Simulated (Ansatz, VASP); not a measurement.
## Tl in VASP and in Ansatz

```
Tl
1.0
     0.00000    2.44702    2.44702
     2.44702    0.00000    2.44702
     2.44702    2.44702    0.00000
Tl
1
Direct
  0.00000 0.00000 0.00000
```

Change from the starting cell: volume scaled by 0.9405.

Alike in both runs: task single point; functional PBE; k mesh 14 × 14 × 14; occupations fermi-dirac, width 0.08 eV; no spin polarisation.

```csv
,VASP,Ansatz
version,VASP 6.6.1,Ansatz 0.2.0
potentials or method,"VASP PAW PBE potentials, release 64 (Tl_d), cutoff 520 eV","all-electron LAPW, scalar-relativistic"
```

|  | VASP | Ansatz | Ansatz less VASP |
| --- | --- | --- | --- |
| pressure (GPa) | 1.9 | 2.0 | +0.07 |

Ansatz ran all-electron here, and VASP with PAW potentials.

Spin-orbit coupling is off throughout.
